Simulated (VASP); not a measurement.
# W4S: single point with PBE

Crystal: W4S.

```
W S
1.0
     4.43205    0.00000    0.00000
    -2.21602    3.83827    0.00000
     0.00000    0.00000    7.17199
W S
4 1
Direct
  0.00000 0.00000 0.17898
  0.00000 0.00000 0.82102
  0.33333 0.66667 0.00000
  0.66667 0.33333 0.00000
  0.00000 0.00000 0.50000
```

The cell was built from a structure type or drawn by symmetry, and may not be a known phase.

```
Program             : VASP 6.6.1
Task                : single point
Functional          : PBE
Potentials or basis : VASP PAW PBE potentials, release 64 (W_sv, S)
Cutoff              : 520 eV
k mesh              : 6 × 6 × 2
Occupations         : gaussian, width 0.1 eV
Spin                : collinear spin, zero start
Starting moments    : [0.0, 0.0, 0.0, 0.0, 0.0] μB
```

| Property | Result |
| --- | --- |
| Pressure | 0.2 GPa |
| Largest force | 0.035 eV/Å |
| Band gap on the k mesh | zero (filled and empty bands overlap) |
| Net moment | 0.00 μB per cell |
| Valence electrons inside the program's atomic spheres | W 11.96, 12.14 (each value once); S 3.75 |

Forces on the atoms (eV/Å):
```
W    0.000  0.000  0.035
W    0.000  0.000 -0.035
W    0.000  0.000  0.000
W    0.000  0.000  0.000
S    0.000  0.000  0.000
```

Levels at points of the mesh, in eV from the Fermi level:
Spin up:
```
           k point  band 28  band 29  band 30  band 31  band 32  band 33  band 34  band 35
(0.00, 0.00, 0.00)    -1.32    -1.32     0.14     0.27     0.27     0.49     0.49     1.59
(0.50, 0.00, 0.00)    -1.16    -0.43    -0.42    -0.38    -0.08     0.12     0.40     0.49
(0.00, 0.00, 0.50)    -1.30    -1.30     0.27     0.27     1.06     1.06     1.60     2.02
(0.50, 0.00, 0.50)    -1.16    -0.54    -0.43    -0.24    -0.18    -0.14     0.83     0.96
```
Spin down:
| k point | band 29 | band 30 | band 31 | band 32 | band 33 | band 34 |
| --- | --- | --- | --- | --- | --- | --- |
| (0.00, 0.00, 0.00) | -1.32 | 0.14 | 0.27 | 0.27 | 0.49 | 0.49 |
| (0.50, 0.00, 0.00) | -0.43 | -0.42 | -0.38 | -0.08 | 0.12 | 0.40 |
| (0.00, 0.00, 0.50) | -1.30 | 0.27 | 0.27 | 1.06 | 1.06 | 1.60 |
| (0.50, 0.00, 0.50) | -0.54 | -0.43 | -0.24 | -0.18 | -0.14 | 0.83 |

Run time: 80 s on 1 thread of Intel(R) Xeon(R) 6975P-C (Granite Rapids), with other jobs on the host, peak memory 0.36 GiB.

Caveat: the k points lie up to 0.44 Å⁻¹ apart, too coarse for converged energies and pressures of a metal; spin-orbit coupling is left out, which moves the levels of the heavy elements.
